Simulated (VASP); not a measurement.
# As in VASP: notebook

The runs below take As through single point, with LDA.

All numbers are computed with VASP 6.6.1; they aren't measurements. Logs are shortened: lines on timing, memory, paths and dates and some standing lists are left out, and cuts for length are marked.

### Step 1. The cell of the first run

The cell holds a slab with vacuum, 2 atoms: a = 3.520 Å, b = 3.520 Å, c = 28.000 Å, α = 90.00°, β = 90.00°, γ = 120.00°.

### Step 2. Single point, LDA

Input file INCAR:

```
  PREC = Accurate
  ENCUT = 520
  EDIFF = 1E-6
  ISMEAR = 0
  SIGMA = 0.02
  LREAL = False
  LASPH = True
  NELM = 60
  ALGO = Normal
  ISIF = 2
  LWAVE = False
  LCHARG = False
  LDIPOL = True
  IDIPOL = 3
  DIPOL = 0.5 0.5 0.500
  GGA = CA
  NBANDS = 12
```

Input file KPOINTS:

```
Automatic mesh
0
Gamma
  9 9 1
```

Input file POSCAR:

```
As
1.0
    3.5200000000      0.0000000000      0.0000000000
   -1.7600000000      3.0484094213      0.0000000000
    0.0000000000      0.0000000000     28.0000000000
As
2
Direct
    0.3333333333      0.6666666667      0.5211428571
    0.6666666667      0.3333333333      0.4788571429
```

Potentials or basis: VASP PAW LDA potentials, release 64 (As).

Command:

```
$ cat potpaw_LDA.64/As/POTCAR > POTCAR
$ mpirun -np 1 vasp_std > vasp.out
```

OUTCAR:

```text
PREC = Accurate
   ENCUT = 520
   EDIFF = 1E-6
   ISMEAR = 0
   LREAL = False
   LASPH = True
   NELM = 60
   ISIF = 2
   GGA = CA

 ion  position               nearest neighbor table
   1  0.333  0.667  0.521-   2 2.35   2 2.35   2 2.35
   2  0.667  0.333  0.479-   1 2.35   1 2.35   1 2.35

  LATTYP: Found a hexagonal cell.
 ALAT       =     3.5200000000
 C/A-ratio  =     7.9545454545

  Lattice vectors:

 A1 = (   3.5200000000,   0.0000000000,   0.0000000000)
 A2 = (  -1.7600000000,   3.0484094213,   0.0000000000)
 A3 = (   0.0000000000,   0.0000000000,  28.0000000000)

Analysis of symmetry for initial positions (statically):
=====================================================================
 Subroutine PRICEL returns:
 Original cell was already a primitive cell.

 Routine SETGRP: Setting up the symmetry group for a
 hexagonal supercell.

 Subroutine GETGRP returns: Found 12 space group operations
 (whereof 12 operations were pure point group operations)
 out of a pool of 24 trial point group operations.

The static configuration has the point symmetry D_3d.

Analysis of symmetry for dynamics (positions and initial velocities):
=====================================================================
 Subroutine PRICEL returns:
 Original cell was already a primitive cell.

 Routine SETGRP: Setting up the symmetry group for a
 hexagonal supercell.

 Subroutine GETGRP returns: Found 12 space group operations
 (whereof 12 operations were pure point group operations)
 out of a pool of 24 trial point group operations.

The dynamic configuration has the point symmetry D_3d.

 Subroutine INISYM returns: Found 12 space group operations
 (whereof 12 operations are pure point group operations),
 and found     1 'primitive' translations

----------------------------------------------------------------------------------------

                                     Primitive cell

  volume of cell :     300.4512

  direct lattice vectors                    reciprocal lattice vectors
     3.520000000  0.000000000  0.000000000     0.284090909  0.164019963  0.000000000
    -1.760000000  3.048409421  0.000000000     0.000000000  0.328039926  0.000000000
     0.000000000  0.000000000 28.000000000     0.000000000  0.000000000  0.035714286

  length of vectors
     3.520000000  3.520000000 28.000000000     0.328039926  0.328039926  0.035714286

  position of ions in fractional coordinates (direct lattice)
     0.333333333  0.666666667  0.521142857
     0.666666667  0.333333333  0.478857143

  ion indices of the primitive-cell ions
   primitive index   ion index
                 1           1
                 2           2

----------------------------------------------------------------------------------------

 KPOINTS: Automatic mesh

Automatic generation of k-mesh.
 Grid dimensions read from file:
 generate k-points for:    9    9    1

 Generating k-lattice:

  Cartesian coordinates                     Fractional coordinates (reciprocal lattice)
     0.031565657  0.018224440  0.000000000     0.111111111  0.000000000  0.000000000
     0.000000000  0.036448881  0.000000000     0.000000000  0.111111111  0.000000000
     0.000000000  0.000000000  0.035714286     0.000000000  0.000000000  1.000000000

  Length of vectors
     0.036448881  0.036448881  0.035714286

  Shift w.r.t. Gamma in fractional coordinates (k-lattice)
     0.000000000  0.000000000  0.000000000

 Subroutine IBZKPT returns following result:
 ===========================================

 Found     12 irreducible k-points:

 Following reciprocal coordinates:
            Coordinates               Weight
  0.000000  0.000000  0.000000      1.000000
  0.111111 -0.000000  0.000000      6.000000
  0.222222  0.000000  0.000000      6.000000
  0.333333  0.000000  0.000000      6.000000
  0.444444  0.000000  0.000000      6.000000
  0.111111  0.111111  0.000000      6.000000
  0.222222  0.111111  0.000000     12.000000
  0.333333  0.111111  0.000000     12.000000
  0.444444  0.111111  0.000000      6.000000
  0.222222  0.222222  0.000000      6.000000
  0.333333  0.222222  0.000000     12.000000
  0.333333  0.333333  0.000000      2.000000
   k-points           NKPTS =     12   k-points in BZ     NKDIM =     12   number of bands    NBANDS=     12
   number of dos      NEDOS =    301   number of ions     NIONS =      2
   total plane-waves  NPLWV = 164640
   dimension x,y,z NGX =    28 NGY =   28 NGZ =  210
   dimension x,y,z NGXF=    56 NGYF=   56 NGZF=  420
   ions per type =               2
   NGX,Y,Z   is equivalent  to a cutoff of  13.22, 13.22, 12.47 a.u.
   NGXF,Y,Z  is equivalent  to a cutoff of  26.45, 26.45, 24.94 a.u.
 SYSTEM =  unknown system
   PREC   = accura    normal or accurate (medium, high low for compatibility)
   ISTART =      0    job   : 0-new  1-cont  2-samecut
   ICHARG =      2    charge: 1-file 2-atom 10-const
   ISPIN  =      1    spin polarized calculation?
   LNONCOLLINEAR =      F non collinear calculations
   LSORBIT =      F    spin-orbit coupling
   LASPH  =      T    aspherical Exc in radial PAW
   ENCUT  =  520.0 eV  38.22 Ry    6.18 a.u.   6.54  6.54 52.06*2*pi/ulx,y,z
   NELM   =     60;   NELMIN=  2; NELMDL= -5     # of ELM steps
   EDIFF  = 0.1E-05   stopping-criterion for ELM
   LREAL  =      F    real-space projection
   EDIFFG = 0.1E-04   stopping-criterion for IOM
   NSW    =      0    number of steps for IOM
   IBRION =     -1    ionic relax: 0-MD 1-quasi-New 2-CG
   NFREE  =      0    steps in history (QN), initial steepest desc. (CG)
   ISIF   =      2    stress and relaxation
   ISYM   =      2    0-nonsym 1-usesym 2-fastsym
   POTIM  = 0.5000    time-step for ionic-motion
   TEBEG  =    0.0;   TEEND  =   0.0 temperature during run
   PSTRESS=    0.0 pullay stress
   NELECT =      10.0000    total number of electrons
   NUPDOWN=      -1.0000    fix difference up-down
   EMIN   =  10.00;   EMAX   =-10.00  energy-range for DOS
   EFERMI =   0.00;   METHOD = LEGACY
   ISMEAR =     0;   SIGMA  =   0.02  broadening in eV -4-tet -1-fermi 0-gaus
   EFERMI_NEDOS =   21; number of points for ismear=-14 and -15
   IALGO  =     38    algorithm
   IMIX   =      4    mixing-type and parameters
     AMIX     =   0.40;   BMIX     =  1.00
     AMIX_MAG =   1.60;   BMIX_MAG =  1.00
  volume/ion in A,a.u.               =     150.23      1013.77
  Fermi-wavevector in a.u.,A,eV,Ry     =   0.526603  0.995136  3.773044  0.277311
  Thomas-Fermi vector in A             =   1.547375
   LORBIT       =      0    0 simple, 1 ext, 2 COOP (PROOUT), +10 PAW based schemes
   GGA     = CA    functional components
   LHFCALC =     F    Hartree Fock is set to
   AEXX    =    0.0000 exact exchange contribution
   IVDW    =     0    specifies the selected vdW correction
   LEPSILON=     F    determine dielectric tensor
   LRPA    =     F    only Hartree local field effects (RPA)
 non-spin polarized calculation
 Gauss-broadening in eV      SIGMA  =   0.02
  energy-cutoff  :      520.00
  volume of cell :      300.45
 maximum number of plane-waves:      8205
 NGX is ok and might be reduce to    28
   NGX = 13   NGY = 13   NGZ =105

 number of electron      10.0000001 magnetization

 dipolmoment           0.000000      0.000000     -0.000000 electrons x Angstroem

 Free energy of the ion-electron system (eV)
  ---------------------------------------------------
  ext. energy  EPLUGINS =         0.00000000
  ---------------------------------------------------
  free energy    TOTEN  =       -10.15203615 eV

  energy without entropy =      -10.15203615  energy(sigma->0) =      -10.15203615

 E-fermi :  -4.1546     XC(G=0):  -1.9303

 val. band max:       -4.2962615724   @ k =   0.1111   0.1111   0.0000
 cond. band min:      -2.9846969100   @ k =   0.3333   0.0000   0.0000
 fundamental gap:      1.3115646624
 Fermi energy:        -4.1545688005

 k-point     1 :       0.0000    0.0000    0.0000
  band No.  band energies     occupation
      1     -19.1794      2.00000
      2     -11.1369      2.00000
      3      -5.2119      2.00000
      4      -5.2119      2.00000
      5      -4.4794      2.00000
      6      -2.8867      0.00000
      7      -0.9825      0.00000
      8      -0.9825      0.00000
      9       0.7691      0.00000
     10       1.2281      0.00000
     11       1.6089      0.00000
     12       1.8078      0.00000

 k-point     2 :       0.1111   -0.0000    0.0000
  band No.  band energies     occupation
      1     -19.0003      2.00000
      2     -11.1227      2.00000
      3      -6.6632      2.00000
      4      -5.5916      2.00000
      5      -4.3963      2.00000
      6      -2.0761      0.00000
      7      -0.8366      0.00000
      8      -0.4795      0.00000
      9       0.9755      0.00000
     10       1.3946      0.00000
     11       1.7947      0.00000
     12       2.0072      0.00000

 k-point     3 :       0.2222    0.0000    0.0000
  band No.  band energies     occupation
      1     -18.4714      2.00000
      2     -11.4014      2.00000
      3      -8.2332      2.00000
      4      -6.3051      2.00000
      5      -4.3145      2.00000
      6      -2.7234      0.00000
      7       0.2270      0.00000
      8       0.3922      0.00000
      9       1.4752      0.00000
     10       1.9910      0.00000
     11       2.3722      0.00000
     12       2.5924      0.00000
[... 106 lines left out ...]
 k-point    11 :       0.3333    0.2222    0.0000
  band No.  band energies     occupation
      1     -16.1487      2.00000
      2     -14.2630      2.00000
      3      -9.4291      2.00000
      4      -7.1099      2.00000
      5      -5.6428      2.00000
      6      -1.5396      0.00000
      7       0.0248      0.00000
      8       0.7559      0.00000
      9       2.9649      0.00000
     10       4.2106      0.00000
     11       4.5103      0.00000
     12       4.7229      0.00000

 k-point    12 :       0.3333    0.3333    0.0000
  band No.  band energies     occupation
      1     -15.1841      2.00000
      2     -15.1841      2.00000
      3      -9.9215      2.00000
      4      -6.3130      2.00000
      5      -6.3130      2.00000
      6      -2.0059      0.00000
      7       1.0623      0.00000
      8       1.0623      0.00000
      9       3.7019      0.00000
     10       4.2627      0.00000
     11       4.2627      0.00000
     12       5.1408      0.00000

------------------------ aborting loop because EDIFF is reached ----------------------------------------

 vacuum level on the upper side and lower side of the slab       (xc-potential included)        -0.007        -0.007

  FORCE on cell =-STRESS in cart. coord.  units (eV):
  Direction    XX          YY          ZZ          XY          YZ          ZX
  --------------------------------------------------------------------------------------
  -------------------------------------------------------------------------------------
  Total        1.9765441      1.9765441      3.6093229      0.0000000     -0.0000000      0.0000000
  in kB       10.5400607     10.5400607     19.2469680      0.0000000     -0.0000000      0.0000000
  external PRESSURE =      13.4423631 kB  Pullay stress =       0.0000000 kB

 VOLUME and BASIS-vectors are now :
 -----------------------------------------------------------------------------
  energy-cutoff  :      520.00
  volume of cell :      300.45
      direct lattice vectors                 reciprocal lattice vectors
     3.520000000  0.000000000  0.000000000     0.284090909  0.164019963  0.000000000
    -1.760000000  3.048409421  0.000000000     0.000000000  0.328039926  0.000000000
     0.000000000  0.000000000 28.000000000     0.000000000  0.000000000  0.035714286

 POSITION                                       TOTAL-FORCE (eV/Angst)
 -----------------------------------------------------------------------------------
     -0.00000      2.03227     14.59200         0.000000      0.000000      3.049792
      1.76000      1.01614     13.40800         0.000000     -0.000000     -3.049792
 -----------------------------------------------------------------------------------
    total drift:                                0.000000      0.000000     -0.000000

  FREE ENERGIE OF THE ION-ELECTRON SYSTEM (eV)
  ---------------------------------------------------
  free  energy   TOTEN  =       -10.1520361493 eV

  energy  without entropy=      -10.1520361493  energy(sigma->0) =      -10.15203615

 vacuum level on the upper side and lower side of the slab         1.485         1.485
```

Run time: 27 s. Hardware: 1 thread of Intel Xeon 6975P-C (Granite Rapids), shared host; peak memory 0.31 GiB.

What came out:

```
Free energy            : -10.1520 eV
Largest force          : 3.050 eV/Å
Band gap on the k mesh : 1.31 eV, indirect (least direct gap 1.59 eV)
```

Forces on the atoms (eV/Å):
```
As   0.000  0.000  3.050
As   0.000  0.000 -3.050
```

Levels at points of the mesh, in eV from the valence-band top:
| k point | band 2 | band 3 | band 4 | band 5 | band 6 | band 7 | band 8 | band 9 |
| --- | --- | --- | --- | --- | --- | --- | --- | --- |
| (0.00, 0.00, 0.00) | -6.84 | -0.92 | -0.92 | -0.18 | 1.41 | 3.31 | 3.31 | 5.07 |

### Step 3. Single point, LDA

This run uses another cell than the first one, of 131.55 Å³/atom, 0.876 times its volume.

Input file INCAR:

```
PREC = Accurate ; ENCUT = 520
EDIFF = 1E-6 ; ISMEAR = 0
SIGMA = 0.02 ; LREAL = F
LASPH = T ; NELM = 60
ALGO = Normal ; ISIF = 2
LWAVE = F ; LCHARG = T
LDIPOL = T ; IDIPOL = 3
DIPOL = 0.5 0.5 0.500 ; GGA = CA
LELF = T ; LVHAR = T
LVACPOTAV = T ; NBANDS = 12
```

Input file KPOINTS:

```
regular mesh
0
Gamma
  9 9 1
```

Input file POSCAR:

```
As
1.0
    3.2940000000      0.0000000000      0.0000000000
   -1.6470000000      2.8526876801      0.0000000000
    0.0000000000      0.0000000000     28.0000000000
As
2
Direct
    0.3333333333      0.6666666667      0.5105714286
    0.6666666667      0.3333333333      0.4894285714
```

Potentials or basis: VASP PAW LDA potentials, release 64 (As).

Command:

```
$ cat potpaw_LDA.64/As/POTCAR > POTCAR
$ mpirun -np 1 vasp_std > vasp.out
```

Run time: 39 s. Hardware: 1 thread of Intel Xeon Platinum 8488C (Sapphire Rapids), shared host; peak memory 0.26 GiB.

It converged, with:

| Property | Result |
| --- | --- |
| Free energy | -4.2973 eV |
| Largest force | 9.797 eV/Å |
| Band gap on the k mesh | zero (band 5 reaches -2.05 eV, above the bottom of band 6 at -3.52 eV) |

Forces in eV/Å, atoms in the order of the input:
```
As   0.000  0.000  9.797
As   0.000  0.000 -9.797
```

Levels at points of the mesh, in eV from the Fermi level:
```
           k point  band 2  band 3  band 4  band 5  band 6  band 7  band 8  band 9
(0.00, 0.00, 0.00)   -8.00   -4.52   -4.52   -0.05    0.31    1.43    1.43    3.25
```
